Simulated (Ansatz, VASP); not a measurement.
**HfN in VASP and in Ansatz**

The input INCAR:

```
PREC = Accurate
ENCUT = 600
EDIFF = 1E-6
ISMEAR = 0
SIGMA = 0.05
LREAL = F
LASPH = T
NELM = 200
ALGO = Normal
ISIF = 2
LWAVE = F
LCHARG = F
MAGMOM = 0 0 0 0 0 0
LORBIT = 11
LSORBIT = T
GGA_COMPAT = F
LORBMOM = T
LMAXMIX = 4
GGA = PE
NBANDS = 27
```

Contents of KPOINTS:

```
regular mesh
0
Gamma
  14 14 12
```

Contents of POSCAR:

```
HfN
1.0
    3.0990149869      0.0000000000      0.0000000000
   -1.5495074934      2.6838257053      0.0000000000
    0.0000000000      0.0000000000      2.9130017211
Hf N
1 1
Direct
    0.0000000000      0.0000000000      0.0000000000
    0.6666666667      0.3333333333      0.5000000000
```

Input for Ansatz:

```yaml
crystal:
  lattice:
    - [3.0990149869, 0.0, 0.0]
    - [-1.5495074934, 2.6838257053, 0.0]
    - [0.0, 0.0, 2.9130017211]
  atoms:
    - { symbol: Hf, position: [0.0, 0.0, 0.0] }
    - { symbol: "N", position: [0.6666666667, 0.3333333333, 0.5] }
basis:
  ecutwfc: 420
  ecutrho_ratio: 4
kpoints:
  mp_grid: { grid: [14, 14, 12] }
hamiltonian:
  xc: pbe
scf:
  occupations: { method: gaussian, width: 0.05 }
output:
  forces: true
  stress: true
  eigenvalues: true
  populations: true
  dos: { projected: true, de: 0.02 }
  write_density: true
  write_potential: true
  elf: true
  volumetric_format: npy
magnetization:
  noncollinear: true
  spin_orbit: true
```

Alike in both runs: task single point; functional PBE; k mesh 14 × 14 × 12; occupations gaussian, width 0.05 eV; non-collinear spin, spin-orbit coupling.

|  | VASP | Ansatz |
| --- | --- | --- |
| version | VASP 6.6.1 | Ansatz 0.2.0 |
| potentials or method | VASP PAW PBE potentials, release 64 (Hf_pv, N), cutoff 600 eV | plane waves, PAW |
| valence electrons in the cell | 15 | 31 |

```tsv
	VASP	Ansatz	Ansatz less VASP
pressure (GPa)	-2.1	-0.4	+1.70
traceless stress, the component that is largest in VASP (GPa)	-0.62	-0.23	+0.390
```

VASP's potentials hold 15 valence electrons a cell and Ansatz's 31, so a difference there can come from the potentials and not from the codes.
